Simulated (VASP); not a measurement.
**In3As: single point with LDA**

Crystal: In3As.

```
CELL_PARAMETERS angstrom
4.73316 0.00000 0.00000
0.00000 4.73316 0.00000
0.00000 0.00000 4.73316
ATOMIC_POSITIONS crystal
In 0.50000 0.50000 0.00000
In 0.50000 0.00000 0.50000
In 0.00000 0.50000 0.50000
As 0.00000 0.00000 0.00000
```

```
Program             : VASP 6.6.1
Task                : single point
Functional          : LDA
Potentials or basis : VASP PAW LDA potentials, release 64 (In_d, As)
Cutoff              : 520 eV
k mesh              : 6 × 6 × 6
Occupations         : fermi-dirac, width 0.05 eV
Spin                : no spin polarisation
```

```json
{
  "Pressure": "-5.1 GPa",
  "Band gap on the k mesh": "zero (bands 22 and 23 overlap by 3.55 eV)"
}
```

Levels at points of the mesh, in eV from the Fermi level:
| k point | band 20 | band 21 | band 22 | band 23 | band 24 | band 25 |
| --- | --- | --- | --- | --- | --- | --- |
| (0.00, 0.00, 0.00) | -2.64 | -2.00 | -2.00 | 2.06 | 2.06 | 2.06 |
| (0.50, 0.00, 0.00) | -1.41 | -1.41 | 0.05 | 0.05 | 0.11 | 1.58 |
| (0.50, 0.50, 0.00) | -0.63 | -0.33 | 0.38 | 0.38 | 1.66 | 1.99 |
| (0.50, 0.50, 0.50) | -3.68 | -3.68 | -3.68 | -3.14 | 4.52 | 4.52 |

Run time: 44 s on 1 thread of Intel(R) Xeon(R) Platinum 8259CL CPU @ 2.50GHz (Skylake/Cascade Lake), on a shared host, peak memory 0.2 GiB.

Caveat: the cell stands under tension; spin-orbit coupling is left out, which moves the levels of the heavy elements.
